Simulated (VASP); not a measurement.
Write the native input for VASP 6.6.1 that does the following.

```yaml
Task: single point
Functional: LDA
Potentials_or_basis: VASP PAW LDA potentials, release 64 (Cd, Te)
Cutoff: 520 eV
k_mesh: 12 × 12 × 12
Occupations: fermi-dirac, width 0.05 eV
Spin: no spin polarisation
Dipole_correction: no
Further_INCAR_settings: ALGO = Normal; EDIFF = 1e-06; NBANDS = 16
```

The structure of CdTe (zincblende type) lies in POSCAR:

```
CdTe
1.0
    0.0000000000      2.6248585210      2.6248585210
    2.6248585210      0.0000000000      2.6248585210
    2.6248585210      2.6248585210      0.0000000000
Cd Te
1 1
Direct
    0.0000000000      0.0000000000      0.0000000000
    0.2500000000      0.2500000000      0.2500000000
```

The input as run:

INCAR

```
  PREC = Accurate
  ENCUT = 520
  EDIFF = 1E-6
  ISMEAR = -1
  SIGMA = 0.05
  LREAL = F
  LASPH = T
  NELM = 80
  ALGO = Normal
  ISIF = 2
  LWAVE = F
  LCHARG = T
  LELF = T
  LVHAR = T
  NBANDS = 16
```

KPOINTS

```
Automatic mesh
0
Gamma
  12 12 12
```

Potentials or basis: VASP PAW LDA potentials, release 64 (Cd, Te).

Command:

```sh
$ cat potpaw_LDA.64/Cd/POTCAR potpaw_LDA.64/Te/POTCAR > POTCAR
$ mpirun -np 1 vasp_std > vasp.out
```

Results of the run:

The pressure is 117.7 GPa. The band gap on the k mesh is 0.36 eV (least direct gap 2.22 eV).

Caveat: the cell stands under pressure; spin-orbit coupling is left out, which moves the levels of the heavy elements.

Wall time 46 s on 1 thread of Intel Xeon 8259CL, on a shared host, peak memory 0.17 GiB.
